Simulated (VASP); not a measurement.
# MgS (P6_3mc) in VASP: notebook

Runs on MgS. Level: PBEsol. Tasks: single point.

Everything below comes from runs of VASP 6.6.1. Logs are shortened: lines on timing, memory, paths and dates and some standing lists are left out, and cuts for length are marked.

## 1. The cell of the first run

It takes space group P6_3mc (No. 186, hexagonal). Conventional cell: a = 4.357 Å, b = 4.357 Å, c = 5.918 Å, α = 90.00°, β = 90.00°, γ = 120.00°. Within 3.0 Å of Mg (site symmetry 3m) lie 4 S at 2.27 to 2.61 Å. Within 3.0 Å of S (site symmetry 3m) lie 4 Mg at 2.27 to 2.61 Å.

## 2. Single point, PBEsol (strain +0.080 along x and y, -0.080 along z)

File INCAR:

```
PREC     = Accurate       # precision mode
ENCUT    = 520            # plane-wave cutoff, eV
EDIFF    = 1E-6           # SCF threshold, eV
ISMEAR   = 0              # smearing method
SIGMA    = 0.05           # smearing width, eV
LREAL    = False          # projectors in reciprocal space
LASPH    = True           # aspherical terms in the spheres
NELM     = 80             # most SCF steps
ALGO     = Normal         # electronic algorithm
ISIF     = 2              # what is computed and relaxed
LWAVE    = False          # write WAVECAR
LCHARG   = False          # write CHGCAR
GGA      = PS             # functional
NBANDS   = 16             # bands
```

File KPOINTS:

```
Automatic mesh
0
Gamma
  6 6 4
```

File POSCAR:

```
MgS
1.0
    4.3573921994      0.0000000000      0.0000000000
   -2.1786960997      3.7736123389      0.0000000000
    0.0000000000      0.0000000000      5.9177106456
Mg S
2 2
Direct
    0.6666666667      0.3333333333      0.4957548500
    0.3333333333      0.6666666667      0.9957548500
    0.3333333333      0.6666666667      0.3792441500
    0.6666666667      0.3333333333      0.8792441500
```

Potentials or basis: VASP PAW PBE potentials, release 64 (Mg, S).

Command:

```sh
$ cat potpaw_PBE.64/Mg/POTCAR potpaw_PBE.64/S/POTCAR > POTCAR
$ mpirun -np 1 vasp_std > vasp.out
```

OUTCAR:

```text
PREC = Accurate
   ENCUT = 520
   EDIFF = 1E-6
   ISMEAR = 0
   LREAL = False
   LASPH = True
   NELM = 80
   ISIF = 2
   GGA = PS

 ion  position               nearest neighbor table
   1  0.667  0.333  0.496-   4 2.27   3 2.61   3 2.61   3 2.61
   2  0.333  0.667  0.996-   3 2.27   4 2.61   4 2.61   4 2.61
   3  0.333  0.667  0.379-   2 2.27   1 2.61   1 2.61   1 2.61
   4  0.667  0.333  0.879-   1 2.27   2 2.61   2 2.61   2 2.61

  LATTYP: Found a hexagonal cell.
 ALAT       =     4.3573921994
 C/A-ratio  =     1.3580853811

  Lattice vectors:

 A1 = (   4.3573921994,   0.0000000000,   0.0000000000)
 A2 = (  -2.1786960997,   3.7736123389,   0.0000000000)
 A3 = (   0.0000000000,   0.0000000000,   5.9177106456)

Analysis of symmetry for initial positions (statically):
=====================================================================
 Subroutine PRICEL returns:
 Original cell was already a primitive cell.

 Routine SETGRP: Setting up the symmetry group for a
 hexagonal supercell.

 Subroutine GETGRP returns: Found 12 space group operations
 (whereof  6 operations were pure point group operations)
 out of a pool of 24 trial point group operations.

The static configuration has the point symmetry C_3v.
 The point group associated with its full space group is C_6v.

Analysis of symmetry for dynamics (positions and initial velocities):
=====================================================================
 Subroutine PRICEL returns:
 Original cell was already a primitive cell.

 Routine SETGRP: Setting up the symmetry group for a
 hexagonal supercell.

 Subroutine GETGRP returns: Found 12 space group operations
 (whereof  6 operations were pure point group operations)
 out of a pool of 24 trial point group operations.

The dynamic configuration has the point symmetry C_3v.
 The point group associated with its full space group is C_6v.

 Subroutine INISYM returns: Found 12 space group operations
 (whereof  6 operations are pure point group operations),
 and found     1 'primitive' translations

----------------------------------------------------------------------------------------

                                     Primitive cell

  volume of cell :      97.3056

  direct lattice vectors                    reciprocal lattice vectors
     4.357392199  0.000000000  0.000000000     0.229495064  0.132499037  0.000000000
    -2.178696100  3.773612339  0.000000000     0.000000000  0.264998074  0.000000000
     0.000000000  0.000000000  5.917710646     0.000000000  0.000000000  0.168984268

  length of vectors
     4.357392199  4.357392199  5.917710646     0.264998074  0.264998074  0.168984268

  position of ions in fractional coordinates (direct lattice)
     0.666666667  0.333333333  0.495754850
     0.333333333  0.666666667  0.995754850
     0.333333333  0.666666667  0.379244150
     0.666666667  0.333333333  0.879244150

  ion indices of the primitive-cell ions
   primitive index   ion index
                 1           1
                 2           2
                 3           3
                 4           4

----------------------------------------------------------------------------------------

 KPOINTS: Automatic mesh

Automatic generation of k-mesh.
 Grid dimensions read from file:
 generate k-points for:    6    6    4

 Generating k-lattice:

  Cartesian coordinates                     Fractional coordinates (reciprocal lattice)
     0.038249177  0.022083173  0.000000000     0.166666667  0.000000000  0.000000000
     0.000000000  0.044166346  0.000000000     0.000000000  0.166666667  0.000000000
     0.000000000  0.000000000  0.042246067     0.000000000  0.000000000  0.250000000

  Length of vectors
     0.044166346  0.044166346  0.042246067

  Shift w.r.t. Gamma in fractional coordinates (k-lattice)
     0.000000000  0.000000000  0.000000000

 Subroutine IBZKPT returns following result:
 ===========================================

 Found     21 irreducible k-points:

 Following reciprocal coordinates:
            Coordinates               Weight
  0.000000  0.000000  0.000000      1.000000
  0.166667 -0.000000  0.000000      6.000000
  0.333333  0.000000  0.000000      6.000000
  0.500000  0.000000  0.000000      3.000000
  0.166667  0.166667  0.000000      6.000000
  0.333333  0.166667  0.000000     12.000000
[... 13 lines left out ...]
  0.333333  0.166667  0.500000     12.000000
  0.333333  0.333333  0.500000      2.000000
   k-points           NKPTS =     21   k-points in BZ     NKDIM =     21   number of bands    NBANDS=     16
   number of dos      NEDOS =    301   number of ions     NIONS =      4
   total plane-waves  NPLWV =  49152
   dimension x,y,z NGX =    32 NGY =   32 NGZ =   48
   dimension x,y,z NGXF=    64 NGYF=   64 NGZF=   96
   ions per type =               2   2
   NGX,Y,Z   is equivalent  to a cutoff of  12.21, 12.21, 13.48 a.u.
   NGXF,Y,Z  is equivalent  to a cutoff of  24.42, 24.42, 26.97 a.u.
 SYSTEM =  unknown system
   PREC   = accura    normal or accurate (medium, high low for compatibility)
   ISTART =      0    job   : 0-new  1-cont  2-samecut
   ICHARG =      2    charge: 1-file 2-atom 10-const
   ISPIN  =      1    spin polarized calculation?
   LNONCOLLINEAR =      F non collinear calculations
   LSORBIT =      F    spin-orbit coupling
   LASPH  =      T    aspherical Exc in radial PAW
   ENCUT  =  520.0 eV  38.22 Ry    6.18 a.u.   8.10  8.10 11.00*2*pi/ulx,y,z
   NELM   =     80;   NELMIN=  2; NELMDL= -5     # of ELM steps
   EDIFF  = 0.1E-05   stopping-criterion for ELM
   LREAL  =      F    real-space projection
   EDIFFG = 0.1E-04   stopping-criterion for IOM
   NSW    =      0    number of steps for IOM
   IBRION =     -1    ionic relax: 0-MD 1-quasi-New 2-CG
   NFREE  =      0    steps in history (QN), initial steepest desc. (CG)
   ISIF   =      2    stress and relaxation
   ISYM   =      2    0-nonsym 1-usesym 2-fastsym
   POTIM  = 0.5000    time-step for ionic-motion
   TEBEG  =    0.0;   TEEND  =   0.0 temperature during run
   PSTRESS=    0.0 pullay stress
   NELECT =      16.0000    total number of electrons
   NUPDOWN=      -1.0000    fix difference up-down
   EMIN   =  10.00;   EMAX   =-10.00  energy-range for DOS
   EFERMI =   0.00;   METHOD = LEGACY
   ISMEAR =     0;   SIGMA  =   0.05  broadening in eV -4-tet -1-fermi 0-gaus
   EFERMI_NEDOS =   21; number of points for ismear=-14 and -15
   IALGO  =     38    algorithm
   IMIX   =      4    mixing-type and parameters
     AMIX     =   0.40;   BMIX     =  1.00
     AMIX_MAG =   1.60;   BMIX_MAG =  1.00
  volume/ion in A,a.u.               =      24.33       164.16
  Fermi-wavevector in a.u.,A,eV,Ry     =   0.896883  1.694862 10.944505  0.804398
  Thomas-Fermi vector in A             =   2.019397
   LORBIT       =      0    0 simple, 1 ext, 2 COOP (PROOUT), +10 PAW based schemes
   GGA     = PS    functional components
   LHFCALC =     F    Hartree Fock is set to
   AEXX    =    0.0000 exact exchange contribution
   IVDW    =     0    specifies the selected vdW correction
   LEPSILON=     F    determine dielectric tensor
   LRPA    =     F    only Hartree local field effects (RPA)
 non-spin polarized calculation
 Gauss-broadening in eV      SIGMA  =   0.05
  energy-cutoff  :      520.00
  volume of cell :       97.31
 maximum number of plane-waves:      2638
   NGX = 17   NGY = 17   NGZ = 23

 number of electron      16.0000000 magnetization

 Free energy of the ion-electron system (eV)
  ---------------------------------------------------
  ext. energy  EPLUGINS =         0.00000000
  ---------------------------------------------------
  free energy    TOTEN  =       -17.33851222 eV

  energy without entropy =      -17.33851222  energy(sigma->0) =      -17.33851222

 E-fermi :   1.0831     XC(G=0):  -8.2778

 val. band max:        0.8327874027   @ k =   0.0000   0.0000   0.0000
 cond. band min:       3.5842830361   @ k =   0.0000   0.0000   0.0000
 fundamental gap:      2.7514956334
 Fermi energy:         1.0830635034

 k-point     1 :       0.0000    0.0000    0.0000
  band No.  band energies     occupation
      1     -10.5004      2.00000
      2      -9.5962      2.00000
      3      -2.2444      2.00000
      4      -0.1749      2.00000
      5      -0.1749      2.00000
      6       0.5415      2.00000
[... 8 lines left out ...]
     15       9.1440      0.00000
     16       9.1440      0.00000

 k-point     2 :       0.1667   -0.0000    0.0000
  band No.  band energies     occupation
      1     -10.3999      2.00000
      2      -9.5897      2.00000
      3      -2.0731      2.00000
      4      -0.7221      2.00000
      5      -0.3551      2.00000
      6      -0.0937      2.00000
[... 8 lines left out ...]
     15       8.7461      0.00000
     16       9.4429      0.00000

 k-point     3 :       0.3333    0.0000    0.0000
  band No.  band energies     occupation
      1     -10.1549      2.00000
      2      -9.6124      2.00000
      3      -1.6844      2.00000
      4      -1.5110      2.00000
      5      -0.8855      2.00000
      6      -0.6390      2.00000
[... 8 lines left out ...]
     15       9.7205      0.00000
     16       9.7254      0.00000

 k-point     4 :       0.5000    0.0000    0.0000
  band No.  band energies     occupation
      1      -9.9758      2.00000
      2      -9.6761      2.00000
      3      -1.9630      2.00000
      4      -1.2050      2.00000
      5      -1.1780      2.00000
      6      -0.7590      2.00000
[... 8 lines left out ...]
     15       9.9271      0.00000
     16      11.6853      0.00000
[... 267 lines left out ...]
 k-point    19 :       0.1667    0.1667    0.5000
  band No.  band energies     occupation
      1      -9.9212      2.00000
      2      -9.9212      2.00000
      3      -1.7968      2.00000
      4      -1.7968      2.00000
      5      -0.2841      2.00000
      6      -0.2841      2.00000
[... 8 lines left out ...]
     15       8.9914      0.00000
     16       8.9914      0.00000

 k-point    20 :       0.3333    0.1667    0.5000
  band No.  band energies     occupation
      1      -9.8157      2.00000
      2      -9.8157      2.00000
      3      -2.1577      2.00000
      4      -2.1577      2.00000
      5      -0.6386      2.00000
      6      -0.6386      2.00000
[... 8 lines left out ...]
     15       9.5435      0.00000
     16       9.5435      0.00000

 k-point    21 :       0.3333    0.3333    0.5000
  band No.  band energies     occupation
      1      -9.7798      2.00000
      2      -9.7798      2.00000
      3      -2.1351      2.00000
      4      -2.1351      2.00000
      5      -1.0215      2.00000
      6      -1.0215      2.00000
[... 8 lines left out ...]
     15       9.9735      0.00000
     16       9.9735      0.00000

------------------------ aborting loop because EDIFF is reached ----------------------------------------

  FORCE on cell =-STRESS in cart. coord.  units (eV):
  Direction    XX          YY          ZZ          XY          YZ          ZX
  --------------------------------------------------------------------------------------
  -------------------------------------------------------------------------------------
  Total       -4.3230294     -4.3230294      4.6106729      0.0000000      0.0000000      0.0000000
  in kB      -71.1805121    -71.1805121     75.9166846      0.0000000      0.0000000      0.0000000
  external PRESSURE =     -22.1481132 kB  Pullay stress =       0.0000000 kB

 VOLUME and BASIS-vectors are now :
 -----------------------------------------------------------------------------
  energy-cutoff  :      520.00
  volume of cell :       97.31
      direct lattice vectors                 reciprocal lattice vectors
     4.357392199  0.000000000  0.000000000     0.229495064  0.132499037  0.000000000
    -2.178696100  3.773612339  0.000000000     0.000000000  0.264998074  0.000000000
     0.000000000  0.000000000  5.917710646     0.000000000  0.000000000  0.168984268

 POSITION                                       TOTAL-FORCE (eV/Angst)
 -----------------------------------------------------------------------------------
      2.17870      1.25787      2.93373         0.000000      0.000000     -1.402309
     -0.00000      2.51574      5.89259        -0.000000     -0.000000     -1.402309
     -0.00000      2.51574      2.24426         0.000000      0.000000      1.402309
      2.17870      1.25787      5.20311        -0.000000      0.000000      1.402309
 -----------------------------------------------------------------------------------
    total drift:                               -0.000000      0.000000      0.000598

  FREE ENERGIE OF THE ION-ELECTRON SYSTEM (eV)
  ---------------------------------------------------
  free  energy   TOTEN  =       -17.3385122243 eV

  energy  without entropy=      -17.3385122243  energy(sigma->0) =      -17.33851222
```

It took 28 s on 1 thread of Intel Xeon 6975P-C, shared host; peak memory 0.22 GiB.

Results:

```yaml
Free_energy: -17.3385 eV
Pressure: -2.2 GPa
Largest_force: 1.402 eV/Å
Band_gap_on_the_k_mesh: 2.75 eV, direct
```

Forces on the atoms (eV/Å):
```
Mg   0.000  0.000 -1.402
Mg   0.000  0.000 -1.402
S    0.000  0.000  1.402
S    0.000  0.000  1.402
```

Stress tensor (GPa, compression positive):
```
-7.12  0.00  0.00
 0.00 -7.12  0.00
 0.00  0.00  7.59
```

Caveat: the cell differs from its parent crystal (strain +0.080 along x and y, -0.080 along z); the PAW data sets were made with another functional, which shifts forces and pressure a little.

## 3. Single point, PBEsol (strain +0.040 along x and y, +0.000 along z)

File INCAR:

```
PREC = Accurate
ENCUT = 520
EDIFF = 1E-6
ISMEAR = 0
SIGMA = 0.05
LREAL = F
LASPH = T
NELM = 60
ALGO = Normal
ISIF = 2
LWAVE = F
LCHARG = F
GGA = PS
NBANDS = 16
```

File KPOINTS:

```
regular mesh
0
Gamma
  6 6 4
```

File POSCAR:

```
MgS
1.0
    4.1960073031      0.0000000000      0.0000000000
   -2.0980036515      3.6338489189      0.0000000000
    0.0000000000      0.0000000000      6.4322941800
Mg S
2 2
Direct
    0.6666666667      0.3333333333      0.4957548500
    0.3333333333      0.6666666667      0.9957548500
    0.3333333333      0.6666666667      0.3792441500
    0.6666666667      0.3333333333      0.8792441500
```

Potentials or basis: VASP PAW PBE potentials, release 64 (Mg, S).

Command:

```sh
$ cat potpaw_PBE.64/Mg/POTCAR potpaw_PBE.64/S/POTCAR > POTCAR
$ mpirun -np 1 vasp_std > vasp.out
```

Wall time 29 s (1 thread of Intel Xeon 6975P-C, shared host); peak memory 0.22 GiB.

It converged, with:

| Quantity | Value |
| --- | --- |
| Free energy | -17.7375 eV |
| Pressure | -4.2 GPa |
| Largest force | 0.162 eV/Å |
| Band gap on the k mesh | 2.85 eV, direct |

Forces in eV/Å, atoms in the order of the input:
```
Mg   0.000  0.000 -0.162
Mg   0.000  0.000 -0.162
S    0.000  0.000  0.162
S    0.000  0.000  0.162
```

Stress tensor (GPa, compression positive):
```
-5.15  0.00  0.00
 0.00 -5.15  0.00
 0.00  0.00 -2.22
```

Levels at points of the mesh, in eV from the valence-band top:
| k point | band 4 | band 5 | band 6 | band 7 | band 8 | band 9 | band 10 | band 11 | band 12 | band 13 |
| --- | --- | --- | --- | --- | --- | --- | --- | --- | --- | --- |
| (0.00, 0.00, 0.00) | -0.68 | -0.68 | -0.22 | -0.22 | 0.00 | 2.85 | 4.08 | 7.04 | 7.04 | 8.11 |
| (0.50, 0.00, 0.00) | -2.27 | -1.84 | -1.28 | -0.93 | -0.47 | 4.39 | 4.98 | 5.48 | 7.13 | 7.73 |
| (0.00, 0.00, 0.50) | -1.84 | -0.46 | -0.46 | -0.46 | -0.46 | 4.31 | 4.31 | 7.18 | 7.18 | 7.18 |
| (0.50, 0.00, 0.50) | -2.98 | -0.92 | -0.92 | -0.74 | -0.74 | 4.40 | 4.40 | 6.09 | 6.09 | 8.72 |

Caveat: the cell differs from its parent crystal (strain +0.040 along x and y, +0.000 along z); the PAW data sets were made with another functional, which shifts forces and pressure a little.

## 4. Single point, PBEsol (strain +0.080 along x and y, -0.040 along z)

File INCAR:

```
PREC = Accurate ; ENCUT = 520
EDIFF = 1E-7 ; ISMEAR = 0
SIGMA = 0.05 ; LREAL = False
LASPH = True ; NELM = 60
ALGO = Normal ; ISIF = 2
LWAVE = False ; LCHARG = False
GGA = PS ; NBANDS = 16
```

File KPOINTS:

```
Automatic mesh
0
Gamma
  6 6 4
```

File POSCAR:

```
MgS
1.0
    4.3573921994      0.0000000000      0.0000000000
   -2.1786960997      3.7736123389      0.0000000000
    0.0000000000      0.0000000000      6.1750024128
Mg S
2 2
Direct
    0.6666666667      0.3333333333      0.4957548500
    0.3333333333      0.6666666667      0.9957548500
    0.3333333333      0.6666666667      0.3792441500
    0.6666666667      0.3333333333      0.8792441500
```

Command:

```sh
$ cat potpaw_PBE.64/Mg/POTCAR potpaw_PBE.64/S/POTCAR > POTCAR
$ mpirun -np 1 vasp_std > vasp.out
```

Run time: 28 s. Hardware: 1 thread of Intel Xeon 6975P-C, shared host; peak memory 0.22 GiB.

It converged, with:

```
Free energy            : -17.4480 eV
Pressure               : -4.8 GPa
Largest force          : 0.685 eV/Å
Band gap on the k mesh : 2.62 eV, direct
```

Forces in eV/Å, atoms in the order of the input:
```
Mg   0.000  0.000 -0.685
Mg   0.000  0.000 -0.685
S    0.000  0.000  0.685
S    0.000  0.000  0.685
```

Stress tensor (GPa, compression positive):
```
-7.69  0.00  0.00
 0.00 -7.69  0.00
 0.00  0.00  1.06
```

Levels at points of the mesh, in eV from the valence-band top:
```csv
k point,band 6,band 7,band 8,band 9,band 10,band 11
"(0.00, 0.00, 0.00)",-0.26,-0.26,0.00,2.62,3.65,6.67
"(0.50, 0.00, 0.00)",-1.42,-1.00,-0.41,4.13,4.93,5.59
"(0.00, 0.00, 0.50)",-0.57,-0.57,-0.57,4.07,4.07,6.79
"(0.50, 0.00, 0.50)",-0.97,-0.64,-0.64,4.38,4.38,6.23
```

Caveat: the cell differs from its parent crystal (strain +0.080 along x and y, -0.040 along z); the PAW data sets were made with another functional, which shifts forces and pressure a little.

## 5. Summary

```tsv
cell	gap on the mesh (eV)	pressure (GPa)	largest force (eV/Å)
a = 4.357, b = 4.357, c = 5.918 Å, angles 90.0, 90.0, 120.0°, 4 atoms	2.75	-2.2	1.40
a = 4.196, b = 4.196, c = 6.432 Å, angles 90.0, 90.0, 120.0°, 4 atoms	2.85	-4.2	0.16
a = 4.357, b = 4.357, c = 6.175 Å, angles 90.0, 90.0, 120.0°, 4 atoms	2.62	-4.8	0.69
```

Alike in all rows: task single point; level PBEsol; potentials or basis VASP PAW PBE potentials, release 64 (Mg, S); no spin polarisation; k mesh 6 × 6 × 4; cutoff (eV) 520; smearing gaussian 0.05 eV.

Caveats: the PAW data sets were made with another functional, which shifts forces and pressure a little.

Absolute energies hang on the potentials; compare differences alone.
